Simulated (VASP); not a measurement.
# NiO (Fm-3m) in VASP: notebook

Runs on NiO. Level: PBEsol+U. Tasks: single point.

Program: VASP 6.6.1. These are calculated values, not measurements. Logs are shortened: lines on timing, memory, paths and dates and some standing lists are left out, and cuts for length are marked.

## (1) The cell of the first run

It takes space group Fm-3m (No. 225, cubic). The conventional cell has a = 4.183 Å, b = 4.183 Å, c = 4.183 Å, α = 90.00°, β = 90.00°, γ = 90.00°. Ni (site symmetry m-3m) has 6 O at 2.09 Å within 2.8 Å. O (site symmetry m-3m) has 6 Ni at 2.09 Å within 2.8 Å.

## (2) Single point, PBEsol+U, collinear spin, ferromagnetic start

INCAR reads:

```
PREC = Accurate
ENCUT = 600
EDIFF = 1E-6
ISMEAR = 0
SIGMA = 0.05
LREAL = F
LASPH = T
NELM = 200
ALGO = Normal
ISIF = 2
LWAVE = F
LCHARG = T
ISPIN = 2
MAGMOM = 1.49 0.1
LORBIT = 11
NUPDOWN = 1.5
LMAXMIX = 4
LDAU = T
LDAUTYPE = 2
LDAUL = 2 -1
LDAUU = 4 0
LDAUJ = 0 0
LDAUPRINT = 1
GGA = PS
LELF = T
LVHAR = T
NBANDS = 23
GGA_COMPAT = F
```

KPOINTS reads:

```
Automatic mesh
0
Gamma
  8 8 8
```

POSCAR reads:

```
NiO
1.0
    0.0000000000      2.0913095100      2.0913095100
    2.0913095100      0.0000000000      2.0913095100
    2.0913095100      2.0913095100      0.0000000000
Ni O
1 1
Direct
    0.0000000000      0.0000000000      0.0000000000
    0.5000000000      0.5000000000      0.5000000000
```

Potentials or basis: VASP PAW PBE potentials, release 64 (Ni_sv_GW, O).

Run with:

```sh
cat potpaw_PBE.64/Ni_sv_GW/POTCAR potpaw_PBE.64/O/POTCAR > POTCAR
mpirun -np 1 vasp_std > vasp.out
```

OUTCAR:

```text
PREC = Accurate
   ENCUT = 600
   EDIFF = 1E-6
   ISMEAR = 0
   LREAL = F
   LASPH = T
   NELM = 200
   ISIF = 2
   ISPIN = 2
   LORBIT = 11
   NUPDOWN = 1.5
   GGA = PS

 ion  position               nearest neighbor table
   1  0.000  0.000  0.000-   2 2.09   2 2.09   2 2.09   2 2.09   2 2.09   2 2.09
   2  0.500  0.500  0.500-   1 2.09   1 2.09   1 2.09   1 2.09   1 2.09   1 2.09

  LATTYP: Found a face centered cubic cell.
 ALAT       =     4.1826190200

  Lattice vectors:

 A1 = (   0.0000000000,   2.0913095100,   2.0913095100)
 A2 = (   2.0913095100,   0.0000000000,   2.0913095100)
 A3 = (   2.0913095100,   2.0913095100,   0.0000000000)

Analysis of symmetry for initial positions (statically):
=====================================================================
 Subroutine PRICEL returns:
 Original cell was already a primitive cell.

 Routine SETGRP: Setting up the symmetry group for a
 face centered cubic supercell.

 Subroutine GETGRP returns: Found 48 space group operations
 (whereof 48 operations were pure point group operations)
 out of a pool of 48 trial point group operations.

The static configuration has the point symmetry O_h .

Analysis of symmetry for dynamics (positions and initial velocities):
=====================================================================
 Subroutine PRICEL returns:
 Original cell was already a primitive cell.

 Routine SETGRP: Setting up the symmetry group for a
 face centered cubic supercell.

 Subroutine GETGRP returns: Found 48 space group operations
 (whereof 48 operations were pure point group operations)
 out of a pool of 48 trial point group operations.

The dynamic configuration has the point symmetry O_h .

Analysis of structural, dynamic, and magnetic symmetry:
[... 165 lines left out ...]
spin component  2

  0.9207  0.0000  0.0000 -0.0000  0.0000
  0.0000  0.9207  0.0000 -0.0000  0.0000
  0.0000  0.0000  0.2304  0.0000  0.0000
 -0.0000 -0.0000  0.0000  0.9207  0.0000
  0.0000  0.0000  0.0000  0.0000  0.2304

 occupancies and eigenvectors

  o =  0.2304  v =  0.0000  0.0000  0.0000  0.0000  0.0000  0.0000  0.0000 -0.9963  0.0000  0.0858      0.0000  0.0000  0.0000  0.0000  0.0000  0.0000  0.0000  0.0000  0.0000  0.0000
  o =  0.2304  v =  0.0000  0.0000  0.0000  0.0000  0.0000  0.0000 -0.0000 -0.0858 -0.0000 -0.9963      0.0000  0.0000  0.0000  0.0000  0.0000  0.0000  0.0000  0.0000  0.0000  0.0000
  o =  0.9124  v =  0.0000 -0.0000  0.9988  0.0000 -0.0484  0.0000  0.0000  0.0000  0.0000  0.0000      0.0000  0.0000  0.0000  0.0000  0.0000  0.0000  0.0000  0.0000  0.0000  0.0000
  o =  0.9124  v =  0.0000  0.0000  0.0484  0.0000  0.9988  0.0000  0.0000  0.0000  0.0000  0.0000      0.0000  0.0000  0.0000  0.0000  0.0000  0.0000  0.0000  0.0000  0.0000  0.0000
  o =  0.9207  v =  0.0000  0.0000  0.0000  0.0000  0.0000  1.0000  0.0000  0.0000  0.0000  0.0000      0.0000  0.0000  0.0000  0.0000  0.0000  0.0000  0.0000  0.0000  0.0000  0.0000
  o =  0.9207  v =  0.0000  0.0000  0.0000  0.0000  0.0000  0.0000  0.9538 -0.0000 -0.3003 -0.0000      0.0000  0.0000  0.0000  0.0000  0.0000  0.0000  0.0000  0.0000  0.0000  0.0000
  o =  0.9207  v =  0.0000  0.0000  0.0000  0.0000  0.0000  0.0000 -0.3003  0.0000 -0.9538  0.0000      0.0000  0.0000  0.0000  0.0000  0.0000  0.0000  0.0000  0.0000  0.0000  0.0000
  o =  0.9267  v =  0.0000  0.1469  0.0000 -0.9892 -0.0000  0.0000  0.0000  0.0000  0.0000  0.0000      0.0000  0.0000  0.0000  0.0000  0.0000  0.0000  0.0000  0.0000  0.0000  0.0000
  o =  0.9267  v =  1.0000  0.0000  0.0000  0.0000  0.0000  0.0000  0.0000  0.0000  0.0000  0.0000      0.0000  0.0000  0.0000  0.0000  0.0000  0.0000  0.0000  0.0000  0.0000  0.0000
  o =  0.9267  v =  0.0000  0.9892  0.0000  0.1469 -0.0000  0.0000  0.0000  0.0000  0.0000  0.0000      0.0000  0.0000  0.0000  0.0000  0.0000  0.0000  0.0000  0.0000  0.0000  0.0000

 number of electron      24.0000013 magnetization       1.5000028

 Free energy of the ion-electron system (eV)
  ---------------------------------------------------
  ext. energy  EPLUGINS =         0.00000000
  ---------------------------------------------------
  free energy    TOTEN  =       -11.25775821 eV

  energy without entropy =      -11.25497098  energy(sigma->0) =      -11.25636460

 E-fermi :   7.9713     XC(G=0): -13.2644

 val. band max:        7.9473704839   @ k =   0.3750   0.2500   0.0000
 cond. band min:       6.1653397241   @ k =   0.5000   0.1250   0.0000
 fundamental gap:     -1.7820307599
 Fermi energy:         5.9895734338

 spin component 1

 k-point     1 :       0.0000    0.0000    0.0000
  band No.  band energies     occupation
      1     -96.9066      1.00000
      2     -57.4476      1.00000
      3     -57.4476      1.00000
      4     -57.4476      1.00000
      5     -13.3850      1.00000
      6       2.4095      1.00000
[... 1241 lines left out ...]
     22      37.3973      0.00000
     23      38.1875      0.00000

 [... further k-points ...]
[... 5 lines left out ...]
  --------------------------------------------------------------------------------------
  -------------------------------------------------------------------------------------
  Total       -0.9334423     -0.9334423     -0.9334423      0.0000000      0.0000000      0.0000000
  in kB      -81.7547726    -81.7547726    -81.7547726      0.0000000      0.0000000      0.0000000
  external PRESSURE =     -81.7547726 kB  Pullay stress =       0.0000000 kB

 VOLUME and BASIS-vectors are now :
 -----------------------------------------------------------------------------
  energy-cutoff  :      600.00
  volume of cell :       18.29
      direct lattice vectors                 reciprocal lattice vectors
     0.000000000  2.091309510  2.091309510    -0.239084649  0.239084649  0.239084649
     2.091309510  0.000000000  2.091309510     0.239084649 -0.239084649  0.239084649
     2.091309510  2.091309510  0.000000000     0.239084649  0.239084649 -0.239084649

 POSITION                                       TOTAL-FORCE (eV/Angst)
 -----------------------------------------------------------------------------------
      0.00000      0.00000      0.00000         0.000000     -0.000000     -0.000000
      2.09131      2.09131      2.09131        -0.000000      0.000000      0.000000
 -----------------------------------------------------------------------------------
    total drift:                                0.000000     -0.000000     -0.000000

  FREE ENERGIE OF THE ION-ELECTRON SYSTEM (eV)
  ---------------------------------------------------
  free  energy   TOTEN  =       -11.2577582113 eV

  energy  without entropy=      -11.2549709833  energy(sigma->0) =      -11.25636460

 total charge

# of ion       s       p       d       f       tot
--------------------------------------------------
    1        2.155   6.225   7.800   0.009  16.189
    2        1.548   3.409   0.000   0.000   4.957
--------------------------------------------------
tot          3.703   9.634   7.800   0.009  21.146

 magnetization (x)

# of ion       s       p       d       f       tot
--------------------------------------------------
    1        0.009   0.012   1.380   0.001   1.401
    2        0.022   0.059   0.000   0.000   0.081
--------------------------------------------------
tot          0.031   0.071   1.380   0.001   1.483
```

OSZICAR:

```text
N       E                     dE             d eps       ncg     rms          rms(c)
DAV:   1     0.248407516602E+03    0.24841E+03   -0.13411E+04  4107   0.360E+03
DAV:   2    -0.323626821250E+01   -0.25164E+03   -0.23975E+03  4312   0.891E+02
DAV:   3    -0.142658371590E+02   -0.11030E+02   -0.11000E+02  4123   0.191E+02
DAV:   4    -0.144162154633E+02   -0.15038E+00   -0.15037E+00  3683   0.120E+01
DAV:   5    -0.144200127256E+02   -0.37973E-02   -0.37972E-02  3481   0.176E+00    0.153E+01
DAV:   6    -0.133474817571E+02    0.10725E+01   -0.39652E+01  4397   0.320E+02    0.145E+01
DAV:   7    -0.110734059587E+02    0.22741E+01   -0.14780E+01  3654   0.255E+02    0.390E+00
DAV:   8    -0.112253446165E+02   -0.15194E+00   -0.53724E-01  4539   0.234E+01    0.198E+00
DAV:   9    -0.112553134508E+02   -0.29969E-01   -0.18652E-01  4915   0.247E+01    0.787E-01
DAV:  10    -0.112571532923E+02   -0.18398E-02   -0.18414E-02  4620   0.528E+00    0.226E-01
DAV:  11    -0.112575884024E+02   -0.43511E-03   -0.16736E-03  4536   0.256E+00    0.821E-02
DAV:  12    -0.112577202011E+02   -0.13180E-03   -0.11128E-04  4233   0.341E-01    0.587E-02
DAV:  13    -0.112577547017E+02   -0.34501E-04   -0.12888E-04  4360   0.387E-01    0.271E-02
DAV:  14    -0.112577583495E+02   -0.36478E-05   -0.14833E-05  4062   0.159E-01    0.918E-03
DAV:  15    -0.112577582113E+02    0.13825E-06   -0.74447E-07  1901   0.661E-02
   1 F= -.11257758E+02 E0= -.11256365E+02  d E =-.278723E-02  mag=     1.5000
```

It took 30 s on 1 thread of Intel Xeon 6975P-C (Granite Rapids), shared host; peak memory 0.17 GiB.

What came out:

- Free energy: -11.2578 eV
- Pressure: -8.2 GPa
- Net moment: 1.50 μB per cell
- Site moments: Ni +1.40; O +0.08 μB
- Valence electrons inside the program's atomic spheres: Ni 16.19; O 4.96

Eigenvalues of the final occupation matrices:
| site | spin | trace | eigenvalues |
| --- | --- | --- | --- |
| site 1 d | 1 | 4.60 | 0.91 0.91 0.93 0.93 0.93 |
| site 1 d | 2 | 3.22 | 0.23 0.23 0.92 0.92 0.92 |

Caveat: the PAW data sets were made with another functional, which shifts forces and pressure a little; the total moment is fixed, so each spin has its own Fermi level; a cell with one magnetic atom can't hold antiferromagnetic order, which such compounds often take.

## (3) Single point, PBEsol+U, collinear spin, ferromagnetic start

INCAR reads:

```
SYSTEM = NiO
ALGO     = Normal         ! electronic algorithm
EDIFF    = 1E-6           ! SCF threshold, eV
ENCUT    = 600            ! plane-wave cutoff, eV
GGA      = PS             ! functional
GGA_COMPAT= .False.      
ISIF     = 2              ! what is computed and relaxed
ISMEAR   = 0              ! smearing method
ISPIN    = 2              ! spin polarisation
LASPH    = .True.         ! aspherical terms in the spheres
LCHARG   = .True.         ! write CHGCAR
LDAU     = .True.         ! DFT+U
LDAUJ    = 0 0          
LDAUL    = 2 -1           ! shell
LDAUPRINT= 1            
LDAUTYPE = 2            
LDAUU    = 4 0            ! U, eV
LELF     = .True.         ! ELF
LMAXMIX  = 4              ! l up to which the mixer works
LORBIT   = 11             ! projections on sites
LREAL    = .False.        ! projectors in reciprocal space
LVHAR    = .True.       
LWAVE    = .False.        ! write WAVECAR
MAGMOM   = 1.67 0.27      ! initial moments
NBANDS   = 23             ! bands
NELM     = 200            ! most SCF steps
PREC     = Accurate       ! precision mode
SIGMA    = 0.05           ! smearing width, eV
```

KPOINTS reads:

```
k-points
0
Gamma
  8 8 8
  0 0 0
```

POSCAR is that of step 2.

Potentials or basis: VASP PAW PBE potentials, release 64 (Ni_sv_GW, O).

Run with:

```sh
cat potpaw_PBE.64/Ni_sv_GW/POTCAR potpaw_PBE.64/O/POTCAR > POTCAR
mpirun -np 1 vasp_std > vasp.out
```

It took 56 s on 1 thread of AMD EPYC 7R43 (Zen 3), shared host; peak memory 0.14 GiB.

Results (log left out):

```yaml
Free_energy: -11.7042 eV
Pressure: -3.5 GPa
Band_gap_on_the_k_mesh: 1.28 eV, indirect (least direct gap 2.23 eV)
Net_moment: 2.00 μB per cell
Site_moments: Ni +1.73; O +0.23 μB
Valence_electrons_inside_the_program's_atomic_spheres: Ni 16.14; O 5.00
```

Levels at points of the mesh, in eV from the valence-band top:
Spin up:
| k point | band 11 | band 12 | band 13 | band 14 | band 15 | band 16 |
| --- | --- | --- | --- | --- | --- | --- |
| (0.00, 0.00, 0.00) | -2.19 | -2.19 | -2.19 | 1.92 | 17.95 | 18.67 |
| (0.50, 0.00, 0.00) | -2.47 | 0.00 | 0.00 | 5.87 | 10.42 | 14.19 |
| (0.50, 0.50, 0.00) | -3.56 | -3.05 | -3.05 | 6.31 | 11.05 | 11.94 |
Spin down:
```csv
k point,band 9,band 10,band 11,band 12,band 13,band 14
"(0.00, 0.00, 0.00)",-1.73,-1.73,-1.73,1.28,1.28,2.30
"(0.50, 0.00, 0.00)",-1.73,-1.73,-1.39,3.89,3.89,6.07
"(0.50, 0.50, 0.00)",-3.15,-1.85,-1.85,1.76,2.28,6.87
```

Eigenvalues of the final occupation matrices:
```
    site  spin  trace               eigenvalues
site 1 d     1   4.73  0.93 0.93 0.93 0.97 0.97
site 1 d     2   3.02  0.13 0.13 0.92 0.92 0.92
```

Caveat: the PAW data sets were made with another functional, which shifts forces and pressure a little; a cell with one magnetic atom can't hold antiferromagnetic order, which such compounds often take.
